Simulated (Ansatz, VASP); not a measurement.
# NaCl: VASP beside Ansatz

File INCAR:

```
SYSTEM = NaCl
ALGO = Normal
EDIFF = 1E-6
ENCUT = 520
GGA = CA
ISIF = 2
ISMEAR = -1
LASPH = .True.
LCHARG = .False.
LREAL = .False.
LWAVE = .False.
NBANDS = 14
NELM = 100
PREC = Accurate
SIGMA = 0.05
```

File KPOINTS:

```
k-points
0
Gamma
  8 8 8
  0 0 0
```

File POSCAR:

```
NaCl
1.0
    0.0000000000      2.7940632177      2.7940632177
    2.7940632177      0.0000000000      2.7940632177
    2.7940632177      2.7940632177      0.0000000000
Cl Na
1 1
Direct
    0.5000000000      0.5000000000      0.5000000000
    0.0000000000      0.0000000000      0.0000000000
```

File input.yaml:

```yaml
crystal:
  lattice:
    - [0.0, 2.7940632177, 2.7940632177]
    - [2.7940632177, 0.0, 2.7940632177]
    - [2.7940632177, 2.7940632177, 0.0]
  atoms:
    - { symbol: Cl, position: [0.5, 0.5, 0.5] }
    - { symbol: Na, position: [0.0, 0.0, 0.0] }
hamiltonian:
  xc: lda
  pseudopotentials: { kind: paw }
kpoints:
  mp_grid: { grid: [8, 8, 8] }
  band_path:
    path:
      - [[0.0, 0.0, 0.0], [0.5, 0.0, 0.5], [0.5, 0.25, 0.75], [0.375, 0.375, 0.75], [0.0, 0.0, 0.0], [0.5, 0.5, 0.5], [0.625, 0.25, 0.625], [0.5, 0.25, 0.75], [0.5, 0.5, 0.5], [0.375, 0.375, 0.75]]
      - [[0.625, 0.25, 0.625], [0.5, 0.0, 0.5]]
    npoints: 14
scf:
  occupations: { method: fermi_dirac, width: 0.05 }
  n_extra_bands: 6
output:
  forces: true
  stress: true
  eigenvalues: true
  fatbands: false
```

Alike in both runs: functional LDA; k mesh 8 × 8 × 8; occupations fermi-dirac, width 0.05 eV; no spin polarisation.

```csv
,VASP,Ansatz
version,VASP 6.6.1,Ansatz 0.2.0
potentials or method,"VASP PAW LDA potentials, release 64 (Cl, Na_pv)",Ansatz PAW
plane-wave cutoff (eV),520,420
valence electrons in the cell,14,16
task,single point,band structure
```

```tsv
	VASP	Ansatz	Ansatz less VASP
gap on the k mesh at the Fermi level (eV)	4.80	4.80	-0.006
least direct gap on the mesh (eV)	4.80	4.80	-0.006
pressure (GPa)	-1.8	-1.8	-0.02
```

LDA's correlation is that of Perdew and Zunger in VASP and of Perdew and Wang (1992) in Ansatz. VASP's potentials hold 14 valence electrons a cell and Ansatz's 16, so a difference there can come from the potentials and not from the codes.
